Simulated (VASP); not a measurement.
# Ni in VASP: single point with LDA

Aim: the single point of Ni with LDA.

All numbers are computed with VASP 6.6.1; they aren't measurements. Logs are shortened: lines on timing, memory, paths and dates and some standing lists are left out, and cuts for length are marked.

### 1 The cell of the first run

The cell holds a slab with vacuum, 5 atoms: a = 2.422 Å, b = 2.422 Å, c = 23.910 Å, α = 90.00°, β = 90.00°, γ = 120.00°.

### 2 Single point, LDA, collinear spin, ferromagnetic start

INCAR reads:

```
  PREC = Accurate
  ENCUT = 520
  EDIFF = 1E-7
  ISMEAR = -1
  SIGMA = 0.1
  LREAL = False
  LASPH = True
  NELM = 150
  ALGO = Normal
  ISIF = 2
  LWAVE = False
  LCHARG = True
  ISPIN = 2
  MAGMOM = 1 1 1 1 1
  LORBIT = 11
  LMAXMIX = 4
  LDIPOL = True
  IDIPOL = 3
  DIPOL = 0.5 0.5 0.500
  LELF = True
  LVHAR = True
  LVACPOTAV = True
  NBANDS = 37
```

KPOINTS reads:

```
regular mesh
0
Gamma
  19 19 1
```

POSCAR reads:

```
Ni
1.0
    2.4218948114      0.0000000000      0.0000000000
   -1.2109474057      2.0974224320      0.0000000000
    0.0000000000      0.0000000000     23.9099000000
Ni
5
Direct
    0.8333333333      0.1666666667      0.3356674846
    0.1666666667      0.8333333333      0.4173320935
    0.5000000000      0.5000000000      0.5000000007
    0.8333333333      0.1666666667      0.5826679052
    0.1666666667      0.8333333333      0.6643325160
```

Potentials or basis: VASP PAW LDA potentials, release 64 (Ni).

The run is started by

```
$ cat potpaw_LDA.64/Ni/POTCAR > POTCAR
$ mpirun -np 1 vasp_std > vasp.out
```

OUTCAR:

```text
PREC = Accurate
   ENCUT = 520
   EDIFF = 1E-7
   ISMEAR = -1
   LREAL = False
   LASPH = True
   NELM = 150
   ISIF = 2
   ISPIN = 2
   LORBIT = 11

 ion  position               nearest neighbor table
   1  0.833  0.167  0.336-   2 2.40   2 2.40   2 2.40
   2  0.167  0.833  0.417-   1 2.40   1 2.40   1 2.40   3 2.42   3 2.42   3 2.42
   3  0.500  0.500  0.500-   4 2.42   4 2.42   4 2.42   2 2.42   2 2.42   2 2.42
   4  0.833  0.167  0.583-   5 2.40   5 2.40   5 2.40   3 2.42   3 2.42   3 2.42
   5  0.167  0.833  0.664-   4 2.40   4 2.40   4 2.40

  LATTYP: Found a hexagonal cell.
 ALAT       =     2.4218948114
 C/A-ratio  =     9.8723940806

  Lattice vectors:

 A1 = (   2.4218948114,   0.0000000000,   0.0000000000)
 A2 = (  -1.2109474057,   2.0974224320,   0.0000000000)
 A3 = (   0.0000000000,   0.0000000000,  23.9099000000)

Analysis of symmetry for initial positions (statically):
=====================================================================
 Subroutine PRICEL returns:
 Original cell was already a primitive cell.

 Routine SETGRP: Setting up the symmetry group for a
 hexagonal supercell.

 Subroutine GETGRP returns: Found 12 space group operations
 (whereof  4 operations were pure point group operations)
 out of a pool of 24 trial point group operations.

The static configuration has the point symmetry C_2h.
 The point group associated with its full space group is D_3d.

Analysis of symmetry for dynamics (positions and initial velocities):
=====================================================================
 Subroutine PRICEL returns:
 Original cell was already a primitive cell.

 Routine SETGRP: Setting up the symmetry group for a
 hexagonal supercell.

 Subroutine GETGRP returns: Found 12 space group operations
 (whereof  4 operations were pure point group operations)
 out of a pool of 24 trial point group operations.

The dynamic configuration has the point symmetry C_2h.
 The point group associated with its full space group is D_3d.

Analysis of structural, dynamic, and magnetic symmetry:
=====================================================================
 Subroutine PRICEL returns:
 Original cell was already a primitive cell.

 Routine SETGRP: Setting up the symmetry group for a
 hexagonal supercell.

 Subroutine GETGRP returns: Found 12 space group operations
[... 135 lines left out ...]
   GGA     = CA    functional components
   LHFCALC =     F    Hartree Fock is set to
   AEXX    =    0.0000 exact exchange contribution
   IVDW    =     0    specifies the selected vdW correction
   LEPSILON=     F    determine dielectric tensor
   LRPA    =     F    only Hartree local field effects (RPA)
 spin polarized calculation
  energy-cutoff  :      520.00
  volume of cell :      121.46
 maximum number of plane-waves:      3331
 NGX is ok and might be reduce to    18
   NGX =  9   NGY =  9   NGZ = 89

 dipolmoment           0.000000      0.000000     -0.000000 electrons x Angstroem

 number of electron      49.9999944 magnetization       2.9058355

 dipolmoment           0.000000      0.000000      0.000000 electrons x Angstroem

 Free energy of the ion-electron system (eV)
  ---------------------------------------------------
  ext. energy  EPLUGINS =         0.00000000
  ---------------------------------------------------
  free energy    TOTEN  =       -31.45356567 eV

  energy without entropy =      -31.16890365  energy(sigma->0) =      -31.31123466

 E-fermi :   1.0477     XC(G=0):  -6.6472

 val. band max:        1.0447035525   @ k =   0.3684   0.0000   0.0000
 cond. band min:       1.0477879235   @ k =   0.0000   0.0000   0.0000
 fundamental gap:      0.0030843709
 Fermi energy:         1.0477135196

 spin component 1

 k-point     1 :       0.0000    0.0000    0.0000
  band No.  band energies     occupation
      1      -8.1766      1.00000
      2      -7.1890      1.00000
      3      -5.7623      1.00000
      4      -4.5381      1.00000
      5      -4.1886      1.00000
      6      -1.7017      1.00000
[... 949 lines left out ...]
     36      11.6472      0.00000
     37      12.2750      0.00000

 [... further k-points ...]

 spin component 2

 k-point     1 :       0.0000    0.0000    0.0000
  band No.  band energies     occupation
      1      -8.1309      1.00000
      2      -7.1383      1.00000
      3      -5.6883      1.00000
      4      -4.3517      1.00000
      5      -3.8653      1.00000
      6      -1.1818      1.00000
[... 949 lines left out ...]
     36      11.7371      0.00000
     37      12.4003      0.00000

 [... further k-points ...]
[... 5 lines left out ...]
  --------------------------------------------------------------------------------------
  -------------------------------------------------------------------------------------
  Total       -1.9162171     -1.9162171     -0.0239922      0.0000000     -0.0000000     -0.0000000
  in kB      -25.2776304    -25.2776304     -0.3164918      0.0000000     -0.0000000     -0.0000000
  external PRESSURE =     -16.9572508 kB  Pullay stress =       0.0000000 kB

 VOLUME and BASIS-vectors are now :
 -----------------------------------------------------------------------------
  energy-cutoff  :      520.00
  volume of cell :      121.46
      direct lattice vectors                 reciprocal lattice vectors
     2.421894811  0.000000000  0.000000000     0.412899848  0.238387839  0.000000000
    -1.210947406  2.097422432  0.000000000     0.000000000  0.476775677  0.000000000
     0.000000000  0.000000000 23.909900000     0.000000000  0.000000000  0.041823680

 POSITION                                       TOTAL-FORCE (eV/Angst)
 -----------------------------------------------------------------------------------
      1.81642      0.34957      8.02578         0.000000      0.000000     -0.000748
     -0.60547      1.74785      9.97837         0.000000      0.000000      0.006706
      0.60547      1.04871     11.95495        -0.000000     -0.000000      0.000000
      1.81642      0.34957     13.93153        -0.000000     -0.000000     -0.006706
     -0.60547      1.74785     15.88412        -0.000000     -0.000000      0.000748
 -----------------------------------------------------------------------------------
    total drift:                               -0.000000      0.000000      0.000016

  FREE ENERGIE OF THE ION-ELECTRON SYSTEM (eV)
  ---------------------------------------------------
  free  energy   TOTEN  =       -31.4535656652 eV

  energy  without entropy=      -31.1689036514  energy(sigma->0) =      -31.31123466

 vacuum level on the upper side and lower side of the slab         6.552         6.552

 total charge

# of ion       s       p       d       tot
------------------------------------------
    1        0.523   0.442   8.347   9.312
    2        0.532   0.574   8.372   9.478
    3        0.536   0.570   8.369   9.475
    4        0.532   0.574   8.372   9.478
    5        0.523   0.442   8.347   9.312
--------------------------------------------------
tot          2.647   2.600  41.808  47.055

 magnetization (x)

# of ion       s       p       d       tot
------------------------------------------
    1       -0.004  -0.017   0.611   0.590
    2       -0.006  -0.018   0.614   0.590
    3       -0.005  -0.018   0.578   0.555
    4       -0.006  -0.018   0.614   0.590
    5       -0.004  -0.017   0.611   0.590
--------------------------------------------------
tot         -0.024  -0.089   3.027   2.915
```

OSZICAR:

```text
N       E                     dE             d eps       ncg     rms          rms(c)
DAV:   1     0.366323081276E+03    0.36632E+03   -0.22597E+04  5920   0.157E+03
DAV:   2    -0.695428703364E+01   -0.37328E+03   -0.35195E+03  5940   0.330E+02
DAV:   3    -0.362416925525E+02   -0.29287E+02   -0.27791E+02  6369   0.128E+02
[... 27 lines left out ...]
DAV:  31    -0.314535589044E+02   -0.94031E-05   -0.59726E-07  5530   0.107E-02    0.207E-03
DAV:  32    -0.314535649481E+02   -0.60437E-05   -0.52695E-07  5020   0.622E-03    0.212E-03
DAV:  33    -0.314535653549E+02   -0.40684E-06   -0.71355E-08  4435   0.298E-03    0.153E-03
DAV:  34    -0.314535656132E+02   -0.25828E-06   -0.27077E-08  4282   0.143E-03    0.106E-03
DAV:  35    -0.314535656652E+02   -0.51994E-07   -0.55306E-09  4268   0.856E-04
   1 F= -.31453566E+02 E0= -.31311235E+02  d E =-.284662E+00  mag=     2.9058
```

stdout:

```text
POSCAR found type information on POSCAR Ni
 POSCAR found :  1 types and       5 ions
 scaLAPACK will be used
 LDA part: xc-table for (Slater(with rela. corr.)+CA(PZ))
 , standard interpolation
 POSCAR, INCAR and KPOINTS ok, starting setup
 FFT: planning ... GRIDC
 FFT: planning ... GRID_SOFT
 FFT: planning ... GRID
 WAVECAR not read
 entering main loop
 -----------------------------------------------------------------------------
|                                                                             |
|           W    W    AA    RRRRR   N    N  II  N    N   GGGG   !!!           |
|           W    W   A  A   R    R  NN   N  II  NN   N  G    G  !!!           |
|           W    W  A    A  R    R  N N  N  II  N N  N  G       !!!           |
|           W WW W  AAAAAA  RRRRR   N  N N  II  N  N N  G  GGG   !            |
|           WW  WW  A    A  R   R   N   NN  II  N   NN  G    G                |
|           W    W  A    A  R    R  N    N  II  N    N   GGGG   !!!           |
|                                                                             |
|     Did not find any points to average over, which means that no vacuum     |
|     field-free region was found. Please increase the size of  your cell     |
|     in the dimension of the dipole correction to obtain accurate            |
|     workfunction values.                                                    |
|                                                                             |
 -----------------------------------------------------------------------------
```

Wall time 6.5 min (1 thread of AMD EPYC 9R45 (Zen 5), shared host); peak memory 0.33 GiB.

Results:

```yaml
Free_energy: -31.4536 eV
Largest_force: 0.007 eV/Å
Net_moment: 2.91 μB per cell
Site_moments: Ni +0.59, +0.56 μB
Valence_electrons_inside_the_program's_atomic_spheres: Ni 9.31, 9.48, 9.47
```

Forces in eV/Å, atoms in the order of the input:
```
Ni   0.000  0.000 -0.001
Ni   0.000  0.000  0.007
Ni   0.000  0.000  0.000
Ni   0.000  0.000 -0.007
Ni   0.000  0.000  0.001
```
